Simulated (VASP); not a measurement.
# CsSnBr3 (Pm-3m) in VASP: further runs

The runs below take CsSnBr3 through single point, with HSE06, PBE0.

All numbers are computed with VASP 6.6.1; they aren't measurements. Logs are shortened: lines on timing, memory, paths and dates and some standing lists are left out, and cuts for length are marked.

## (1) The cell of the first run

It takes space group Pm-3m (No. 221, cubic). Conventional cell: a = 5.841 Å, b = 5.841 Å, c = 5.841 Å, α = 90.00°, β = 90.00°, γ = 90.00°. Cs (site symmetry m-3m) has 12 Br at 4.13 Å and 8 Sn at 5.06 Å within 5.4 Å. Within 3.8 Å of Sn (site symmetry m-3m) lie 6 Br at 2.92 Å. Within 3.8 Å of Br (site symmetry 4/mmm) lie 2 Sn at 2.92 Å.

## (2) Single point, HSE06

Input file POSCAR:

```
CsSnBr3
1.0
    5.8411484913      0.0000000000      0.0000000000
    0.0000000000      5.8411484913      0.0000000000
    0.0000000000      0.0000000000      5.8411484913
Cs Sn Br
1 1 3
Direct
    0.0000000000      0.0000000000      0.0000000000
    0.5000000000      0.5000000000      0.5000000000
    0.5000000000      0.5000000000      0.0000000000
    0.5000000000      0.0000000000      0.5000000000
    0.0000000000      0.5000000000      0.5000000000
```

Input file INCAR.step1:

```
PREC     = Accurate       # precision mode
ENCUT    = 400            # plane-wave cutoff, eV
EDIFF    = 1E-5           # SCF threshold, eV
ISMEAR   = 0              # smearing method
SIGMA    = 0.01           # smearing width, eV
LREAL    = False          # projectors in reciprocal space
LASPH    = True           # aspherical terms in the spheres
NELM     = 120            # most SCF steps
ALGO     = Normal         # electronic algorithm
ISIF     = 2              # what is computed and relaxed
LWAVE    = True           # write WAVECAR
GGA      = PE             # functional
NBANDS   = 30             # bands
GGA_COMPAT= False        
KPAR     = 4
```

Input file INCAR.step2:

```
PREC     = Accurate       # precision mode
ENCUT    = 400            # plane-wave cutoff, eV
EDIFF    = 1E-6           # SCF threshold, eV
ISMEAR   = 0              # smearing method
SIGMA    = 0.01           # smearing width, eV
LREAL    = False          # projectors in reciprocal space
LASPH    = True           # aspherical terms in the spheres
NELM     = 120            # most SCF steps
ALGO     = Normal         # electronic algorithm
ISIF     = 2              # what is computed and relaxed
LWAVE    = False          # write WAVECAR
LCHARG   = True           # write CHGCAR
GGA      = PE             # functional
LHFCALC  = True           # exact exchange
HFSCREEN = 0.2079         # screening, 1/A
PRECFOCK = Normal       
LVHAR    = True         
ISTART   = 1            
NBANDS   = 30             # bands
GGA_COMPAT= False        
KPAR     = 4
```

Input file KPOINTS:

```
regular mesh
0
Gamma
  4 4 4
```

Potentials or basis: VASP PAW PBE potentials, release 64 (Cs_sv, Sn_d, Br).

Run with:

```console
> cat potpaw_PBE.64/Cs_sv/POTCAR potpaw_PBE.64/Sn_d/POTCAR potpaw_PBE.64/Br/POTCAR > POTCAR
> cp INCAR.step1 INCAR
> mpirun -np 4 vasp_std > vasp.out
> cp INCAR.step2 INCAR
> mpirun -np 4 vasp_std > vasp.out
```

OUTCAR:

```text
PREC = Accurate
   ENCUT = 400
   EDIFF = 1E-6
   ISMEAR = 0
   LREAL = False
   LASPH = True
   NELM = 120
   ISIF = 2
   GGA = PE
   LHFCALC = True
   HFSCREEN = 0.2079
   PRECFOCK = Normal
   ISTART = 1

 ion  position               nearest neighbor table
   1  0.000  0.000  0.000-
   2  0.500  0.500  0.500-   3 2.92   4 2.92   5 2.92   3 2.92   4 2.92   5 2.92
   3  0.500  0.500  0.000-   2 2.92   2 2.92
   4  0.500  0.000  0.500-   2 2.92   2 2.92
   5  0.000  0.500  0.500-   2 2.92   2 2.92

  LATTYP: Found a simple cubic cell.
 ALAT       =     5.8411484913

  Lattice vectors:

 A1 = (   5.8411484913,   0.0000000000,   0.0000000000)
 A2 = (   0.0000000000,   5.8411484913,   0.0000000000)
 A3 = (   0.0000000000,   0.0000000000,   5.8411484913)

Analysis of symmetry for initial positions (statically):
=====================================================================
 Subroutine PRICEL returns:
 Original cell was already a primitive cell.

 Routine SETGRP: Setting up the symmetry group for a
 simple cubic supercell.

 Subroutine GETGRP returns: Found 48 space group operations
 (whereof 48 operations were pure point group operations)
 out of a pool of 48 trial point group operations.

The static configuration has the point symmetry O_h .

Analysis of symmetry for dynamics (positions and initial velocities):
=====================================================================
 Subroutine PRICEL returns:
 Original cell was already a primitive cell.

 Routine SETGRP: Setting up the symmetry group for a
 simple cubic supercell.

 Subroutine GETGRP returns: Found 48 space group operations
 (whereof 48 operations were pure point group operations)
 out of a pool of 48 trial point group operations.

The dynamic configuration has the point symmetry O_h .

 Subroutine INISYM returns: Found 48 space group operations
 (whereof 48 operations are pure point group operations),
 and found     1 'primitive' translations

----------------------------------------------------------------------------------------

                                     Primitive cell

[... 85 lines left out ...]
   IBRION =     -1    ionic relax: 0-MD 1-quasi-New 2-CG
   NFREE  =      0    steps in history (QN), initial steepest desc. (CG)
   ISIF   =      2    stress and relaxation
   ISYM   =      3    0-nonsym 1-usesym 2-fastsym
   POTIM  = 0.5000    time-step for ionic-motion
   TEBEG  =    0.0;   TEEND  =   0.0 temperature during run
   PSTRESS=    0.0 pullay stress
   NELECT =      44.0000    total number of electrons
   NUPDOWN=      -1.0000    fix difference up-down
   EMIN   =  10.00;   EMAX   =-10.00  energy-range for DOS
   EFERMI =   0.00;   METHOD = LEGACY
   ISMEAR =     0;   SIGMA  =   0.01  broadening in eV -4-tet -1-fermi 0-gaus
   EFERMI_NEDOS =   21; number of points for ismear=-14 and -15
   IALGO  =     38    algorithm
   IMIX   =      1    mixing-type and parameters
     AMIX     =   0.40;   BMIX     =  1.00
     AMIX_MAG =   1.60;   BMIX_MAG =  1.00
  volume/ion in A,a.u.               =      39.86       268.98
  Fermi-wavevector in a.u.,A,eV,Ry     =   0.989451  1.869791 13.320275  0.979013
  Thomas-Fermi vector in A             =   2.121050
   LORBIT       =      0    0 simple, 1 ext, 2 COOP (PROOUT), +10 PAW based schemes
   GGA     = PE    functional components
   LHFCALC =     T    Hartree Fock is set to
   PRECFOCK=normal    Normal, Fast or Accurate (Low or Medium for compatibility)
   ENCUT4O =  -1.0   cutoff for four orbital integrals eV
   NKREDX  =     1    reduce k-point grid by
   NKREDY  =     1    reduce k-point grid by
   NKREDZ  =     1    reduce k-point grid by
   AEXX    =    0.2500 exact exchange contribution
   HFSCREEN=    0.2079 screening length (either q_TF or 0.3 A-1)
   HFSCREENC=   0.2079 screening length for correlation (either q_TF or 0.3 A-1)
   ENCUTFOCK=  -1.0 apply spherical cutoff to Coloumb kernel
   IVDW    =     0    specifies the selected vdW correction
   LEPSILON=     F    determine dielectric tensor
   LRPA    =     F    only Hartree local field effects (RPA)
 non-spin polarized calculation
 Gauss-broadening in eV      SIGMA  =   0.01
  energy-cutoff  :      400.00
  volume of cell :      199.29
 maximum number of plane-waves:      3695
 NGX is ok and might be reduce to    40
  NGX = 30; NGY = 30; NGZ = 30

 number of electron      44.0000004 magnetization

 Free energy of the ion-electron system (eV)
  ---------------------------------------------------
  ext. energy  EPLUGINS =         0.00000000
  ---------------------------------------------------
  free energy    TOTEN  =       -18.75961400 eV

  energy without entropy =      -18.75961400  energy(sigma->0) =      -18.75961400

 E-fermi :   2.0229     XC(G=0):  -6.4204

 val. band max:        1.9019836961   @ k =   0.5000   0.5000   0.5000
 cond. band min:       2.8448045896   @ k =   0.5000   0.5000   0.5000
 fundamental gap:      0.9428208935
 Fermi energy:         2.0228915052

 k-point     1 :       0.0000    0.0000    0.0000
  band No.  band energies     occupation
      1     -22.5979      2.00000
      2     -22.5979      2.00000
      3     -22.5625      2.00000
      4     -22.5625      2.00000
      5     -22.5625      2.00000
      6     -22.2359      2.00000
[... 319 lines left out ...]
     29       6.9041      0.00000
     30       8.2585      0.00000

------------------------ aborting loop because EDIFF is reached ----------------------------------------

  FORCE on cell =-STRESS in cart. coord.  units (eV):
  Direction    XX          YY          ZZ          XY          YZ          ZX
  --------------------------------------------------------------------------------------
  -------------------------------------------------------------------------------------
  Total        0.3688198      0.3688198      0.3688198     -0.0000000     -0.0000000     -0.0000000
  in kB        2.9650368      2.9650368      2.9650368     -0.0000000     -0.0000000     -0.0000000
  external PRESSURE =       2.9650368 kB  Pullay stress =       0.0000000 kB

 VOLUME and BASIS-vectors are now :
 -----------------------------------------------------------------------------
  energy-cutoff  :      400.00
  volume of cell :      199.29
      direct lattice vectors                 reciprocal lattice vectors
     5.841148491  0.000000000  0.000000000     0.171199209  0.000000000  0.000000000
     0.000000000  5.841148491  0.000000000     0.000000000  0.171199209  0.000000000
     0.000000000  0.000000000  5.841148491     0.000000000  0.000000000  0.171199209

 POSITION                                       TOTAL-FORCE (eV/Angst)
 -----------------------------------------------------------------------------------
      0.00000      0.00000      0.00000         0.000000      0.000000      0.000000
      2.92057      2.92057      2.92057         0.000000      0.000000      0.000000
      2.92057      2.92057      0.00000         0.000000      0.000000      0.000000
      2.92057      0.00000      2.92057         0.000000      0.000000      0.000000
      0.00000      2.92057      2.92057         0.000000      0.000000      0.000000
 -----------------------------------------------------------------------------------
    total drift:                                0.000001     -0.000001      0.000000

  FREE ENERGIE OF THE ION-ELECTRON SYSTEM (eV)
  ---------------------------------------------------
  free  energy   TOTEN  =       -18.7596140003 eV

  energy  without entropy=      -18.7596140003  energy(sigma->0) =      -18.75961400
```

OSZICAR.step1:

```text
N       E                     dE             d eps       ncg     rms          rms(c)
DAV:   1     0.347747492783E+03    0.34775E+03   -0.16557E+04   600   0.116E+03
DAV:   2     0.295246611590E+02   -0.31822E+03   -0.30385E+03   694   0.274E+02
DAV:   3    -0.145863566066E+02   -0.44111E+02   -0.43642E+02   702   0.116E+02
DAV:   4    -0.162412369880E+02   -0.16549E+01   -0.16466E+01   760   0.273E+01
DAV:   5    -0.162802879191E+02   -0.39051E-01   -0.39038E-01   756   0.385E+00    0.495E+00
DAV:   6    -0.158044429183E+02    0.47585E+00   -0.76422E-01   842   0.453E+00    0.278E+00
DAV:   7    -0.157665236841E+02    0.37919E-01   -0.34938E-01   790   0.248E+00    0.103E+00
DAV:   8    -0.157748141111E+02   -0.82904E-02   -0.38853E-02   680   0.131E+00    0.174E-01
DAV:   9    -0.157751369369E+02   -0.32283E-03   -0.30300E-03   802   0.379E-01    0.921E-02
DAV:  10    -0.157755350600E+02   -0.39812E-03   -0.77190E-04   698   0.132E-01    0.431E-02
DAV:  11    -0.157755823417E+02   -0.47282E-04   -0.15660E-04   712   0.870E-02    0.105E-02
DAV:  12    -0.157755853734E+02   -0.30317E-05   -0.21160E-05   648   0.303E-02
   1 F= -.15775585E+02 E0= -.15775585E+02  d E =-.432203E-29
```

Run time: 66 min. Hardware: 4 MPI ranks of AMD EPYC 7R13 (Zen 3), shared host; peak memory 0.38 GiB.

What came out:

| Quantity | Value |
| --- | --- |
| Free energy | -18.7596 eV |
| Pressure | 0.3 GPa |
| Band gap on the k mesh | 0.94 eV |

Levels at points of the mesh, in eV from the valence-band top:
```
           k point  band 20  band 21  band 22  band 23  band 24  band 25
(0.00, 0.00, 0.00)    -3.46    -3.46    -3.46     2.79     3.85     3.85
(0.50, 0.00, 0.00)    -3.59    -3.59    -2.28     1.98     4.27     4.88
(0.50, 0.50, 0.00)    -3.85    -3.10    -1.11     1.49     1.49     4.61
(0.50, 0.50, 0.50)    -3.08    -3.08     0.00     0.94     0.94     0.94
```

Caveat: the PAW data sets were made with another functional, which shifts forces and pressure a little; spin-orbit coupling is left out, which moves the levels of the heavy elements.

## (3) Single point, PBE0

POSCAR is that of step 2.

Input file INCAR.step1:

```
SYSTEM = CsSnBr3
ALGO = Normal ; EDIFF = 1E-5
ENCUT = 400 ; GGA = PE
GGA_COMPAT = .FALSE. ; ISIF = 2
ISMEAR = 0 ; KPAR = 4
LASPH = .TRUE. ; LCHARG = .FALSE.
LREAL = .FALSE. ; LWAVE = .TRUE.
NBANDS = 30 ; NELM = 120
PREC = Accurate ; SIGMA = 0.01
```

Input file INCAR.step2:

```
SYSTEM = CsSnBr3
AEXX = 0.25 ; ALGO = Normal
EDIFF = 1E-6 ; ENCUT = 400
GGA = PE ; GGA_COMPAT = .FALSE.
ISIF = 2 ; ISMEAR = 0
ISTART = 1 ; KPAR = 4
LASPH = .TRUE. ; LCHARG = .FALSE.
LHFCALC = .TRUE. ; LREAL = .FALSE.
LWAVE = .FALSE. ; NBANDS = 30
NELM = 120 ; PREC = Accurate
PRECFOCK = Normal ; SIGMA = 0.01
```

Input file KPOINTS:

```
k-points
0
G
  4 4 4
  0 0 0
```

Potentials or basis: VASP PAW PBE potentials, release 64 (Cs_sv, Sn_d, Br).

Run with:

```console
> cat potpaw_PBE.64/Cs_sv/POTCAR potpaw_PBE.64/Sn_d/POTCAR potpaw_PBE.64/Br/POTCAR > POTCAR
> cp INCAR.step1 INCAR
> mpirun -np 4 vasp_std > vasp.out
> cp INCAR.step2 INCAR
> mpirun -np 4 vasp_std > vasp.out
```

OUTCAR:

```text
SYSTEM = CsSnBr3
   AEXX = 0.25
   EDIFF = 1E-6
   ENCUT = 400
   GGA = PE
   ISIF = 2
   ISMEAR = 0
   ISTART = 1
   LASPH = .TRUE.
   LHFCALC = .TRUE.
   LREAL = .FALSE.
   NELM = 120
   PREC = Accurate
   PRECFOCK = Normal

 ion  position               nearest neighbor table
   1  0.000  0.000  0.000-
   2  0.500  0.500  0.500-   3 2.92   4 2.92   5 2.92   3 2.92   4 2.92   5 2.92
   3  0.500  0.500  0.000-   2 2.92   2 2.92
   4  0.500  0.000  0.500-   2 2.92   2 2.92
   5  0.000  0.500  0.500-   2 2.92   2 2.92

  LATTYP: Found a simple cubic cell.
 ALAT       =     5.8411484913

  Lattice vectors:

 A1 = (   5.8411484913,   0.0000000000,   0.0000000000)
 A2 = (   0.0000000000,   5.8411484913,   0.0000000000)
 A3 = (   0.0000000000,   0.0000000000,   5.8411484913)

Analysis of symmetry for initial positions (statically):
=====================================================================
 Subroutine PRICEL returns:
 Original cell was already a primitive cell.

 Routine SETGRP: Setting up the symmetry group for a
 simple cubic supercell.

 Subroutine GETGRP returns: Found 48 space group operations
 (whereof 48 operations were pure point group operations)
 out of a pool of 48 trial point group operations.

The static configuration has the point symmetry O_h .

Analysis of symmetry for dynamics (positions and initial velocities):
=====================================================================
 Subroutine PRICEL returns:
 Original cell was already a primitive cell.

 Routine SETGRP: Setting up the symmetry group for a
[... 118 lines left out ...]
  volume/ion in A,a.u.               =      39.86       268.98
  Fermi-wavevector in a.u.,A,eV,Ry     =   0.989451  1.869791 13.320275  0.979013
  Thomas-Fermi vector in A             =   2.121050
   LORBIT       =      0    0 simple, 1 ext, 2 COOP (PROOUT), +10 PAW based schemes
   GGA     = PE    functional components
   LHFCALC =     T    Hartree Fock is set to
   PRECFOCK=normal    Normal, Fast or Accurate (Low or Medium for compatibility)
   ENCUT4O =  -1.0   cutoff for four orbital integrals eV
   NKREDX  =     1    reduce k-point grid by
   NKREDY  =     1    reduce k-point grid by
   NKREDZ  =     1    reduce k-point grid by
   AEXX    =    0.2500 exact exchange contribution
   HFSCREEN=    0.0000 screening length (either q_TF or 0.3 A-1)
   HFSCREENC=   0.0000 screening length for correlation (either q_TF or 0.3 A-1)
   ENCUTFOCK=  -1.0 apply spherical cutoff to Coloumb kernel
   IVDW    =     0    specifies the selected vdW correction
   LEPSILON=     F    determine dielectric tensor
   LRPA    =     F    only Hartree local field effects (RPA)
 non-spin polarized calculation
 Gauss-broadening in eV      SIGMA  =   0.01
  energy-cutoff  :      400.00
  volume of cell :      199.29
 maximum number of plane-waves:      3695
 NGX is ok and might be reduce to    40
  NGX = 30; NGY = 30; NGZ = 30

 number of electron      44.0000004 magnetization

 Free energy of the ion-electron system (eV)
  ---------------------------------------------------
  ext. energy  EPLUGINS =         0.00000000
  ---------------------------------------------------
  free energy    TOTEN  =       -20.41788839 eV

  energy without entropy =      -20.41788839  energy(sigma->0) =      -20.41788839

 E-fermi :   1.6623     XC(G=0):  -6.0432

 val. band max:        1.5952428131   @ k =   0.5000   0.5000   0.5000
 cond. band min:       3.1579627803   @ k =   0.5000   0.5000   0.5000
 fundamental gap:      1.5627199672
 Fermi energy:         1.6623209519

 k-point     1 :       0.0000    0.0000    0.0000
  band No.  band energies     occupation
      1     -23.0207      2.00000
      2     -23.0207      2.00000
      3     -22.9845      2.00000
      4     -22.9845      2.00000
      5     -22.9845      2.00000
      6     -22.6455      2.00000
[... 319 lines left out ...]
     29       7.2689      0.00000
     30       8.6411      0.00000

------------------------ aborting loop because EDIFF is reached ----------------------------------------

  FORCE on cell =-STRESS in cart. coord.  units (eV):
  Direction    XX          YY          ZZ          XY          YZ          ZX
  --------------------------------------------------------------------------------------
  -------------------------------------------------------------------------------------
  Total        0.3498282      0.3498282      0.3498282      0.0000000     -0.0000000     -0.0000000
  in kB        2.8123583      2.8123583      2.8123583      0.0000000     -0.0000000     -0.0000000
  external PRESSURE =       2.8123583 kB  Pullay stress =       0.0000000 kB

 VOLUME and BASIS-vectors are now :
 -----------------------------------------------------------------------------
  energy-cutoff  :      400.00
  volume of cell :      199.29
      direct lattice vectors                 reciprocal lattice vectors
     5.841148491  0.000000000  0.000000000     0.171199209  0.000000000  0.000000000
     0.000000000  5.841148491  0.000000000     0.000000000  0.171199209  0.000000000
     0.000000000  0.000000000  5.841148491     0.000000000  0.000000000  0.171199209

 POSITION                                       TOTAL-FORCE (eV/Angst)
 -----------------------------------------------------------------------------------
      0.00000      0.00000      0.00000         0.000000      0.000000      0.000000
      2.92057      2.92057      2.92057         0.000000      0.000000      0.000000
      2.92057      2.92057      0.00000         0.000000      0.000000      0.000000
      2.92057      0.00000      2.92057         0.000000      0.000000      0.000000
      0.00000      2.92057      2.92057         0.000000      0.000000      0.000000
 -----------------------------------------------------------------------------------
    total drift:                               -0.000003     -0.000006     -0.000004

  FREE ENERGIE OF THE ION-ELECTRON SYSTEM (eV)
  ---------------------------------------------------
  free  energy   TOTEN  =       -20.4178883908 eV

  energy  without entropy=      -20.4178883908  energy(sigma->0) =      -20.41788839
```

OUTCAR.step1:

```text
SYSTEM = CsSnBr3
   EDIFF = 1E-5
   ENCUT = 400
   GGA = PE
   ISIF = 2
   ISMEAR = 0
   LASPH = .TRUE.
   LREAL = .FALSE.
[... 545 lines left out ...]
      2.92057      2.92057      0.00000         0.000000      0.000000      0.000000
      2.92057      0.00000      2.92057         0.000000      0.000000      0.000000
      0.00000      2.92057      2.92057         0.000000      0.000000      0.000000
 -----------------------------------------------------------------------------------
    total drift:                                0.000000      0.000000     -0.000000

  FREE ENERGIE OF THE ION-ELECTRON SYSTEM (eV)
  ---------------------------------------------------
  free  energy   TOTEN  =       -15.7755853734 eV

  energy  without entropy=      -15.7755853734  energy(sigma->0) =      -15.77558537
```

Wall time 18 min (4 MPI ranks of AMD EPYC 7R13 (Zen 3), shared host); peak memory 0.3 GiB.

What came out:

```yaml
Free_energy: -20.4179 eV
Pressure: 0.3 GPa
Band_gap_on_the_k_mesh: 1.56 eV
```

Caveat: the PAW data sets were made with another functional, which shifts forces and pressure a little; spin-orbit coupling is left out, which moves the levels of the heavy elements. A k mesh can miss the band edges.
